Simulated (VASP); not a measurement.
# Pb in VASP: relaxation of the atoms with PBE

Aim: the relaxation of the atoms of Pb with PBE.

Program: VASP 6.6.1. These are calculated values, not measurements. Logs are shortened: lines on timing, memory, paths and dates and some standing lists are left out, and cuts for length are marked.

### Step 1. The cell of the first run

The cell holds a slab with vacuum, 3 atoms: a = 3.480 Å, b = 3.480 Å, c = 20.590 Å, α = 90.00°, β = 90.00°, γ = 120.00°.

### Step 2. Relaxation of the atoms, PBE

Contents of INCAR:

```
ALGO     = Normal         # electronic algorithm
EDIFF    = 1E-7           # SCF threshold, eV
EDIFFG   = -0.02          # ionic threshold
ENCUT    = 520            # plane-wave cutoff, eV
GGA      = PE             # functional
IBRION   = 2              # ionic algorithm
ISIF     = 2              # what is computed and relaxed
ISMEAR   = -1             # smearing method
LASPH    = True           # aspherical terms in the spheres
LCHARG   = False          # write CHGCAR
LREAL    = False          # projectors in reciprocal space
LWAVE    = False          # write WAVECAR
NELM     = 80             # most SCF steps
NSW      = 80             # ionic steps
PREC     = Accurate       # precision mode
SIGMA    = 0.05           # smearing width, eV
```

Contents of KPOINTS:

```
k-points
0
Gamma
  9 9 1
```

Contents of POSCAR:

```
Pb
1.0
    3.4800006906      0.0000000000      0.0000000000
   -1.7400003453      3.0137690032      0.0000000000
    0.0000000000      0.0000000000     20.5900000000
Pb
3
Direct
    0.3333333333      0.6666666666      0.3642544925
    0.6666666667      0.3333333334      0.5000000000
    0.3333333333      0.6666666666      0.6357455075
```

Potentials or basis: VASP PAW PBE potentials, release 64 (Pb_d).

Started as:

```sh
cat potpaw_PBE.64/Pb_d/POTCAR > POTCAR
mpirun -np 1 vasp_std > vasp.out
```

OUTCAR:

```text
EDIFF = 1E-7
   EDIFFG = -0.02
   ENCUT = 520
   GGA = PE
   IBRION = 2
   ISIF = 2
   ISMEAR = -1
   LASPH = True
   LREAL = False
   NELM = 80
   NSW = 80
   PREC = Accurate

 ion  position               nearest neighbor table
   1  0.333  0.667  0.364-   2 3.44   2 3.44   2 3.44
   2  0.667  0.333  0.500-   1 3.44   3 3.44   1 3.44   3 3.44   1 3.44   3 3.44
   3  0.333  0.667  0.636-   2 3.44   2 3.44   2 3.44

  LATTYP: Found a hexagonal cell.
 ALAT       =     3.4800006906
 C/A-ratio  =     5.9166654925

  Lattice vectors:

 A1 = (   3.4800006906,   0.0000000000,   0.0000000000)
 A2 = (  -1.7400003453,   3.0137690032,   0.0000000000)
 A3 = (   0.0000000000,   0.0000000000,  20.5900000000)

Analysis of symmetry for initial positions (statically):
=====================================================================
 Subroutine PRICEL returns:
 Original cell was already a primitive cell.

 Routine SETGRP: Setting up the symmetry group for a
 hexagonal supercell.

 Subroutine GETGRP returns: Found 12 space group operations
 (whereof 12 operations were pure point group operations)
 out of a pool of 24 trial point group operations.

The static configuration has the point symmetry D_3h.

Analysis of symmetry for dynamics (positions and initial velocities):
=====================================================================
 Subroutine PRICEL returns:
 Original cell was already a primitive cell.

 Routine SETGRP: Setting up the symmetry group for a
 hexagonal supercell.

 Subroutine GETGRP returns: Found 12 space group operations
 (whereof 12 operations were pure point group operations)
 out of a pool of 24 trial point group operations.

The dynamic configuration has the point symmetry D_3h.

 Subroutine INISYM returns: Found 12 space group operations
 (whereof 12 operations are pure point group operations),
 and found     1 'primitive' translations

----------------------------------------------------------------------------------------

                                     Primitive cell

  volume of cell :     215.9462

  direct lattice vectors                    reciprocal lattice vectors
     3.480000691  0.000000000  0.000000000     0.287356265  0.165905217  0.000000000
    -1.740000345  3.013769003  0.000000000     0.000000000  0.331810434  0.000000000
[... 60 lines left out ...]
   dimension x,y,z NGXF=    56 NGYF=   56 NGZF=  320
   ions per type =               3
   NGX,Y,Z   is equivalent  to a cutoff of  13.38, 13.38, 12.92 a.u.
   NGXF,Y,Z  is equivalent  to a cutoff of  26.75, 26.75, 25.84 a.u.
 SYSTEM =  unknown system
   PREC   = accura    normal or accurate (medium, high low for compatibility)
   ISTART =      0    job   : 0-new  1-cont  2-samecut
   ICHARG =      2    charge: 1-file 2-atom 10-const
   ISPIN  =      1    spin polarized calculation?
   LNONCOLLINEAR =      F non collinear calculations
   LSORBIT =      F    spin-orbit coupling
   LASPH  =      T    aspherical Exc in radial PAW
   ENCUT  =  520.0 eV  38.22 Ry    6.18 a.u.   6.47  6.47 38.28*2*pi/ulx,y,z
   NELM   =     80;   NELMIN=  2; NELMDL= -5     # of ELM steps
   EDIFF  = 0.1E-06   stopping-criterion for ELM
   LREAL  =      F    real-space projection
   EDIFFG = -.2E-01   stopping-criterion for IOM
   NSW    =     80    number of steps for IOM
   IBRION =      2    ionic relax: 0-MD 1-quasi-New 2-CG
   NFREE  =      1    steps in history (QN), initial steepest desc. (CG)
   ISIF   =      2    stress and relaxation
   ISYM   =      2    0-nonsym 1-usesym 2-fastsym
   POTIM  = 0.5000    time-step for ionic-motion
   TEBEG  =    0.0;   TEEND  =   0.0 temperature during run
   PSTRESS=    0.0 pullay stress
   NELECT =      42.0000    total number of electrons
   NUPDOWN=      -1.0000    fix difference up-down
   EMIN   =  10.00;   EMAX   =-10.00  energy-range for DOS
   EFERMI =   0.00;   METHOD = LEGACY
   ISMEAR =    -1;   SIGMA  =   0.05  broadening in eV -4-tet -1-fermi 0-gaus
   EFERMI_NEDOS =   21; number of points for ismear=-14 and -15
   IALGO  =     38    algorithm
   IMIX   =      4    mixing-type and parameters
     AMIX     =   0.40;   BMIX     =  1.00
     AMIX_MAG =   1.60;   BMIX_MAG =  1.00
  volume/ion in A,a.u.               =      71.98       485.76
  Fermi-wavevector in a.u.,A,eV,Ry     =   0.948512  1.792427 12.240815  0.899675
  Thomas-Fermi vector in A             =   2.076707
   LORBIT       =      0    0 simple, 1 ext, 2 COOP (PROOUT), +10 PAW based schemes
   GGA     = PE    functional components
   LHFCALC =     F    Hartree Fock is set to
   AEXX    =    0.0000 exact exchange contribution
   IVDW    =     0    specifies the selected vdW correction
   LEPSILON=     F    determine dielectric tensor
   LRPA    =     F    only Hartree local field effects (RPA)
 conjugate gradient relaxation of ions
 non-spin polarized calculation
  energy-cutoff  :      520.00
  volume of cell :      215.95
 maximum number of plane-waves:      5897
 NGX is ok and might be reduce to    28
   NGX = 13   NGY = 13   NGZ = 77

--------------------------------------- Ionic step        1  -------------------------------------------

 number of electron      42.0000000 magnetization

 Free energy of the ion-electron system (eV)
  ---------------------------------------------------
  ext. energy  EPLUGINS =         0.00000000
  ---------------------------------------------------
  free energy    TOTEN  =       -10.17058971 eV

  energy without entropy =      -10.14389512  energy(sigma->0) =      -10.15724241

------------------------ aborting loop because EDIFF is reached ----------------------------------------

  FORCE on cell =-STRESS in cart. coord.  units (eV):
  Direction    XX          YY          ZZ          XY          YZ          ZX
  --------------------------------------------------------------------------------------
  -------------------------------------------------------------------------------------
  Total        0.0894619      0.0894619      1.2356859      0.0000000      0.0000000      0.0000000
  in kB        0.6637477      0.6637477      9.1679671      0.0000000      0.0000000      0.0000000
  external PRESSURE =       3.4984875 kB  Pullay stress =       0.0000000 kB
[... 135 lines left out ...]
--------------------------------------- Ionic step        5  -------------------------------------------

 number of electron      42.0000000 magnetization

 Free energy of the ion-electron system (eV)
  ---------------------------------------------------
  ext. energy  EPLUGINS =         0.00000000
  ---------------------------------------------------
  free energy    TOTEN  =       -10.20145103 eV

  energy without entropy =      -10.17798849  energy(sigma->0) =      -10.18971976

 E-fermi :   0.6728     XC(G=0):  -5.0846

 val. band max:        0.6365699923   @ k =   0.2222  -0.0000   0.0000
 cond. band min:       0.7509387810   @ k =   0.3333   0.3333   0.0000
 fundamental gap:      0.1143687887
 Fermi energy:         0.6728044891

 k-point     1 :       0.0000    0.0000    0.0000
  band No.  band energies     occupation
      1     -16.3707      2.00000
      2     -16.3681      2.00000
      3     -16.3323      2.00000
      4     -16.3323      2.00000
      5     -16.3287      2.00000
      6     -16.3287      2.00000
[... 355 lines left out ...]
  FREE ENERGIE OF THE ION-ELECTRON SYSTEM (eV)
  ---------------------------------------------------
  free  energy   TOTEN  =       -10.2014510316 eV

  energy  without entropy=      -10.1779884885  energy(sigma->0) =      -10.18971976

 reached required accuracy - stopping structural energy minimisation
```

OSZICAR:

```text
N       E                     dE             d eps       ncg     rms          rms(c)
DAV:   1     0.465411459025E+03    0.46541E+03   -0.19932E+04   632   0.158E+03
DAV:   2     0.314871953005E+02   -0.43392E+03   -0.43103E+03   628   0.443E+02
DAV:   3    -0.861038856253E+01   -0.40098E+02   -0.39569E+02   739   0.180E+02
[... 71 lines left out ...]
DAV:   9    -0.102014500293E+02   -0.57579E-06   -0.81213E-08   402   0.349E-03    0.307E-04
DAV:  10    -0.102014503615E+02   -0.33223E-06   -0.54979E-08   411   0.542E-03    0.159E-04
DAV:  11    -0.102014506550E+02   -0.29355E-06   -0.15584E-08   388   0.133E-03    0.775E-05
DAV:  12    -0.102014509705E+02   -0.31546E-06   -0.26374E-08   372   0.105E-03    0.985E-05
DAV:  13    -0.102014510316E+02   -0.61117E-07   -0.61357E-09   389   0.893E-04
   5 F= -.10201451E+02 E0= -.10189720E+02  d E =-.308613E-01
```

CONTCAR:

```text
Pb
   1.00000000000000
     3.4800006905999998    0.0000000000000000    0.0000000000000000
    -1.7400003452999999    3.0137690032000002    0.0000000000000000
     0.0000000000000000    0.0000000000000000   20.5899999999999999
  Pb
     3
Direct
     0.3333333332999970    0.6666666666000012    0.3574367047588452
     0.6666666667000030    0.3333333333999988    0.5000000000000000
     0.3333333332999970    0.6666666666000012    0.6425632952411549

  0.00000000E+00  0.00000000E+00  0.00000000E+00
  0.00000000E+00  0.00000000E+00  0.00000000E+00
  0.00000000E+00  0.00000000E+00  0.00000000E+00
```

Run time: 11 min. Hardware: 1 thread of Intel Xeon 8259CL, shared host; peak memory 0.37 GiB.

Results:

```yaml
Free_energy: -10.2015 eV
Energy_gained_by_relaxing: 10.3 meV/atom
Ionic_steps: 5
Largest_force_after_relaxing: 0.003 eV/Å
Band_gap_on_the_k_mesh: zero (bands 21 and 22 overlap by 3.64 eV)
```

Forces in eV/Å, atoms in the order of the input:
```
Pb   0.000  0.000 -0.003
Pb   0.000  0.000  0.000
Pb   0.000  0.000  0.003
```

Step by step:
```
step  energy change (eV)  largest force (eV/Å)  pressure (GPa)
   1              0.0000                0.2289            0.35
   2             -0.0048                0.2070            0.29
   3             -0.0166                0.1492            0.13
   4             -0.0294                0.0464           -0.17
   5             -0.0309                0.0033           -0.30
```

Final structure:
```
CELL_PARAMETERS angstrom
3.48000 0.00000 0.00000
-1.74000 3.01377 0.00000
0.00000 0.00000 20.59000
ATOMIC_POSITIONS crystal
Pb 0.33333 0.66667 0.35744
Pb 0.66667 0.33333 0.50000
Pb 0.33333 0.66667 0.64256
```

Levels at points of the mesh, in eV from the Fermi level:
| k point | band 17 | band 18 | band 19 | band 20 | band 21 | band 22 | band 23 | band 24 | band 25 |
| --- | --- | --- | --- | --- | --- | --- | --- | --- | --- |
| (0.00, 0.00, 0.00) | -10.24 | -8.89 | -3.05 | -0.60 | 2.31 | 3.57 | 4.55 | 5.02 | 6.30 |

Caveat: there is no dipole correction, which matters where the two faces differ; spin-orbit coupling is left out, which moves the levels of the heavy elements.

The gap in the log of VASP goes by the Fermi energy; the results here count the filled bands.